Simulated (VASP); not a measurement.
# Ti (P6_3/mmc) in VASP: a series of runs, part 2 of 2

VASP 6.6.1. Earlier steps stand in the parts before.

### 4 Electric field gradients, PBEsol (volume scaled by 0.94)

INCAR reads:

```
PREC = Accurate ; ENCUT = 520
EDIFF = 1E-8 ; ISMEAR = -1
SIGMA = 0.05 ; LREAL = False
LASPH = True ; NELM = 80
ALGO = Normal ; ISIF = 2
LWAVE = False ; LCHARG = False
GGA = PS ; LEFG = True
NBANDS = 19
```

KPOINTS reads:

```
Automatic mesh
0
Gamma
  14 14 8
```

POSCAR reads:

```
Ti
1.0
    2.8897769248      0.0000000000      0.0000000000
   -1.4448884624      2.5026202281      0.0000000000
    0.0000000000      0.0000000000      4.5903405054
Ti
2
Direct
    0.3333333333      0.6666666667      0.2500000000
    0.6666666667      0.3333333333      0.7500000000
```

Potentials or basis: VASP PAW PBE potentials, release 64 (Ti_sv).

Started as:

```sh
> cat potpaw_PBE.64/Ti_sv/POTCAR > POTCAR
> mpirun -np 1 vasp_std > vasp.out
```

OUTCAR:

```text
PREC = Accurate
   ENCUT = 520
   EDIFF = 1E-8
   ISMEAR = -1
   LREAL = False
   LASPH = True
   NELM = 80
   ISIF = 2
   GGA = PS

 ion  position               nearest neighbor table
   1  0.333  0.667  0.250-   2 2.84   2 2.84   2 2.84   2 2.84   2 2.84   2 2.84
   2  0.667  0.333  0.750-   1 2.84   1 2.84   1 2.84   1 2.84   1 2.84   1 2.84

  LATTYP: Found a hexagonal cell.
 ALAT       =     2.8897769248
 C/A-ratio  =     1.5884757284

  Lattice vectors:

 A1 = (   2.8897769248,   0.0000000000,   0.0000000000)
[... 743 lines left out ...]
  ---------------------------------------------------
  free  energy   TOTEN  =       -16.6868072710 eV

  energy  without entropy=      -16.6708982409  energy(sigma->0) =      -16.67885276

 Electric field gradients (V/A^2)
---------------------------------------------------------------------
 ion       V_xx      V_yy      V_zz      V_xy      V_xz      V_yz
---------------------------------------------------------------------
   1      -9.695    -9.694    19.389     0.001    -0.000     0.000
   2      -9.695    -9.694    19.389     0.001     0.000    -0.000
---------------------------------------------------------------------

 Electric field gradients after diagonalization (V/A^2)
 (convention: |V_zz| > |V_xx| > |V_yy|)
----------------------------------------------------------------------
 ion       V_xx      V_yy      V_zz     asymmetry (V_yy - V_xx)/ V_zz
----------------------------------------------------------------------
   1      -9.695    -9.693    19.389       0.000
   2      -9.695    -9.693    19.389       0.000
----------------------------------------------------------------------

           NMR quadrupolar parameters

 Cq : quadrupolar parameter    Cq=e*Q*V_zz/h
 eta: asymmetry parameters     (V_yy - V_xx)/ V_zz
 Q  : nuclear electric quadrupole moment in mb (millibarn)
----------------------------------------------------------------------
 ion       Cq(MHz)       eta       Q (mb)
----------------------------------------------------------------------
   1       0.047       0.000       1.000
   2       0.047       0.000       1.000
----------------------------------------------------------------------
```

It took 65 s on 1 thread of Intel Xeon Platinum 8375C at 2.90GHz (Ice Lake), shared host; peak memory 0.19 GiB.

Results:

* Free energy: -16.6868 eV
* Pressure: 0.6 GPa
* Band gap on the k mesh: zero (band 12 reaches 9.49 eV, above the bottom of band 13 at 8.44 eV)

Electric field gradients, principal values (V/Å²):
```tsv
atom	least	middle	greatest (by size)
1 Ti	-9.693	-9.695	19.389
2 Ti	-9.693	-9.695	19.389
```

Caveat: without QUAD_EFG the Cq values of the log hold for a quadrupole moment of 1 mb, not for the nuclei; the PAW data sets were made with another functional, which shifts forces and pressure a little.

### 5 Electric field gradients, PBEsol (volume scaled by 0.94)

INCAR reads:

```
SYSTEM = Ti
  PREC = Accurate
  ENCUT = 520
  EDIFF = 1E-8
  ISMEAR = -1
  SIGMA = 0.05
  LREAL = .FALSE.
  LASPH = .TRUE.
  NELM = 60
  ALGO = Normal
  ISIF = 2
  LWAVE = .FALSE.
  LCHARG = .FALSE.
  GGA = PS
  LEFG = .TRUE.
  NBANDS = 19
```

KPOINTS reads:

```
regular mesh
0
G
  14 14 8
  0 0 0
```

POSCAR is that of step 4.

Potentials or basis: VASP PAW PBE potentials, release 64 (Ti_sv).

Started as:

```sh
> cat potpaw_PBE.64/Ti_sv/POTCAR > POTCAR
> mpirun -np 1 vasp_std > vasp.out
```

OUTCAR:

```text
SYSTEM = Ti
   PREC = Accurate
   ENCUT = 520
   EDIFF = 1E-8
   ISMEAR = -1
   LREAL = .FALSE.
   LASPH = .TRUE.
   NELM = 60
   ISIF = 2
   GGA = PS

 ion  position               nearest neighbor table
   1  0.333  0.667  0.250-   2 2.84   2 2.84   2 2.84   2 2.84   2 2.84   2 2.84
   2  0.667  0.333  0.750-   1 2.84   1 2.84   1 2.84   1 2.84   1 2.84   1 2.84

  LATTYP: Found a hexagonal cell.
 ALAT       =     2.8897769248
 C/A-ratio  =     1.5884757284

  Lattice vectors:

 A1 = (   2.8897769248,   0.0000000000,   0.0000000000)
 A2 = (  -1.4448884624,   2.5026202281,   0.0000000000)
 A3 = (   0.0000000000,   0.0000000000,   4.5903405054)

Analysis of symmetry for initial positions (statically):
=====================================================================
 Subroutine PRICEL returns:
 Original cell was already a primitive cell.

 Routine SETGRP: Setting up the symmetry group for a
 hexagonal supercell.

 Subroutine GETGRP returns: Found 24 space group operations
 (whereof 12 operations were pure point group operations)
 out of a pool of 24 trial point group operations.

The static configuration has the point symmetry D_3d.
 The point group associated with its full space group is D_6h.

Analysis of symmetry for dynamics (positions and initial velocities):
=====================================================================
 Subroutine PRICEL returns:
 Original cell was already a primitive cell.

 Routine SETGRP: Setting up the symmetry group for a
 hexagonal supercell.

 Subroutine GETGRP returns: Found 24 space group operations
 (whereof 12 operations were pure point group operations)
[... 159 lines left out ...]
  band No.  band energies     occupation
      1     -47.8597      2.00000
      2     -47.6938      2.00000
      3     -24.6056      2.00000
      4     -23.8554      2.00000
      5     -23.8554      2.00000
      6     -23.7789      2.00000
[... 505 lines left out ...]
      6     -24.1371      2.00000
[... 11 lines left out ...]
     18      12.1813      0.00000
     19      14.6921      0.00000

 [... further k-points ...]

------------------------ aborting loop because EDIFF is reached ----------------------------------------

  FORCE on cell =-STRESS in cart. coord.  units (eV):
  Direction    XX          YY          ZZ          XY          YZ          ZX
  --------------------------------------------------------------------------------------
  -------------------------------------------------------------------------------------
  Total        0.1595214      0.1595214      0.0705913     -0.0000000     -0.0000000      0.0000000
  in kB        7.6988433      7.6988433      3.4068852     -0.0000000     -0.0000000      0.0000000
  external PRESSURE =       6.2681906 kB  Pullay stress =       0.0000000 kB

 VOLUME and BASIS-vectors are now :
 -----------------------------------------------------------------------------
  energy-cutoff  :      520.00
  volume of cell :       33.20
      direct lattice vectors                 reciprocal lattice vectors
     2.889776925  0.000000000  0.000000000     0.346047472  0.199790601  0.000000000
    -1.444888462  2.502620228  0.000000000     0.000000000  0.399581202  0.000000000
     0.000000000  0.000000000  4.590340505     0.000000000  0.000000000  0.217848763

 POSITION                                       TOTAL-FORCE (eV/Angst)
 -----------------------------------------------------------------------------------
     -0.00000      1.66841      1.14759         0.000000      0.000000      0.000000
      1.44489      0.83421      3.44276        -0.000000     -0.000000      0.000000
 -----------------------------------------------------------------------------------
    total drift:                                0.000000     -0.000000      0.000000

  FREE ENERGIE OF THE ION-ELECTRON SYSTEM (eV)
  ---------------------------------------------------
  free  energy   TOTEN  =       -16.6868072710 eV

  energy  without entropy=      -16.6708982409  energy(sigma->0) =      -16.67885276

 Electric field gradients (V/A^2)
---------------------------------------------------------------------
 ion       V_xx      V_yy      V_zz      V_xy      V_xz      V_yz
---------------------------------------------------------------------
   1      -9.695    -9.694    19.389     0.001    -0.000     0.000
   2      -9.695    -9.694    19.389     0.001     0.000    -0.000
---------------------------------------------------------------------

 Electric field gradients after diagonalization (V/A^2)
 (convention: |V_zz| > |V_xx| > |V_yy|)
----------------------------------------------------------------------
 ion       V_xx      V_yy      V_zz     asymmetry (V_yy - V_xx)/ V_zz
----------------------------------------------------------------------
   1      -9.695    -9.693    19.389       0.000
   2      -9.695    -9.693    19.389       0.000
----------------------------------------------------------------------

           NMR quadrupolar parameters

 Cq : quadrupolar parameter    Cq=e*Q*V_zz/h
 eta: asymmetry parameters     (V_yy - V_xx)/ V_zz
 Q  : nuclear electric quadrupole moment in mb (millibarn)
----------------------------------------------------------------------
 ion       Cq(MHz)       eta       Q (mb)
----------------------------------------------------------------------
   1       0.047       0.000       1.000
   2       0.047       0.000       1.000
----------------------------------------------------------------------
```

OSZICAR:

```text
N       E                     dE             d eps       ncg     rms          rms(c)
DAV:   1     0.262006243991E+03    0.26201E+03   -0.13010E+04  4560   0.159E+03
DAV:   2     0.115377943265E+02   -0.25047E+03   -0.24633E+03  4695   0.441E+02
DAV:   3    -0.176184392203E+02   -0.29156E+02   -0.28836E+02  8434   0.124E+02
DAV:   4    -0.188388038264E+02   -0.12204E+01   -0.12186E+01  5249   0.261E+01
DAV:   5    -0.188938863580E+02   -0.55083E-01   -0.55075E-01  6707   0.405E+00    0.130E+01
DAV:   6    -0.166949727920E+02    0.21989E+01   -0.76150E+00  5308   0.282E+01    0.324E+00
DAV:   7    -0.166666898114E+02    0.28283E-01   -0.80248E-01  6858   0.659E+00    0.212E+00
DAV:   8    -0.166950476053E+02   -0.28358E-01   -0.22177E-01  4951   0.550E+00    0.777E-01
DAV:   9    -0.166862011572E+02    0.88464E-02   -0.47839E-02  5120   0.231E+00    0.784E-02
DAV:  10    -0.166867852227E+02   -0.58407E-03   -0.40378E-03  6590   0.360E-01    0.897E-02
DAV:  11    -0.166868181741E+02   -0.32951E-04   -0.11686E-04  5700   0.818E-02    0.475E-02
DAV:  12    -0.166868072087E+02    0.10965E-04   -0.53846E-05  4898   0.676E-02    0.275E-03
DAV:  13    -0.166868070390E+02    0.16974E-06   -0.17486E-06  6188   0.110E-02    0.245E-03
DAV:  14    -0.166868071832E+02   -0.14420E-06   -0.23541E-07  4767   0.369E-03    0.409E-04
DAV:  15    -0.166868072764E+02   -0.93173E-07   -0.43588E-08  4557   0.955E-04    0.949E-05
DAV:  16    -0.166868072710E+02    0.53519E-08   -0.12428E-09  2484   0.299E-04
   1 F= -.16686807E+02 E0= -.16678853E+02  d E =-.159090E-01
```

stdout:

```text
POSCAR found type information on POSCAR Ti
 POSCAR found :  1 types and       2 ions
 scaLAPACK will be used
 -----------------------------------------------------------------------------
|                                                                             |
|                                                                             |
|     You enforced a specific xc type in the INCAR file but a different       |
|     I HOPE YOU KNOW WHAT YOU ARE DOING!                                     |
|                                                                             |
 -----------------------------------------------------------------------------

 LDA part: xc-table for (Slater+PW92), standard interpolation
 POSCAR, INCAR and KPOINTS ok, starting setup
 FFT: planning ... GRIDC
 FFT: planning ... GRID_SOFT
 FFT: planning ... GRID
 WAVECAR not read
 entering main loop
ion   1

ion   2
```

It took 68 s on 1 thread of Intel Xeon Platinum 8375C at 2.90GHz (Ice Lake), shared host; peak memory 0.19 GiB.

Results:

| Item | Value |
| --- | --- |
| Free energy | -16.6868 eV |
| Pressure | 0.6 GPa |
| Band gap on the k mesh | zero (band 12 reaches 9.49 eV, above the bottom of band 13 at 8.44 eV) |

Levels at points of the mesh, in eV from the Fermi level:
```tsv
k point	band 8	band 9	band 10	band 11	band 12	band 13	band 14	band 15	band 16	band 17
(0.00, 0.00, 0.00)	-32.43	-6.32	-2.81	0.80	0.80	0.88	0.91	1.33	1.33	1.71
(0.50, 0.00, 0.00)	-32.52	-2.41	-2.30	-1.98	-0.56	0.49	0.65	1.23	3.56	3.79
(0.00, 0.00, 0.50)	-32.49	-4.40	-4.40	0.08	0.08	0.70	0.70	0.70	0.70	2.96
(0.50, 0.00, 0.50)	-32.62	-2.68	-2.68	-0.88	-0.88	1.46	1.46	1.82	1.82	3.71
```

Electric field gradients, principal values (V/Å²):
```csv
atom,least,middle,greatest (by size)
1 Ti,-9.693,-9.695,19.389
2 Ti,-9.693,-9.695,19.389
```

Caveat: without QUAD_EFG the Cq values of the log hold for a quadrupole moment of 1 mb, not for the nuclei; the PAW data sets were made with another functional, which shifts forces and pressure a little.
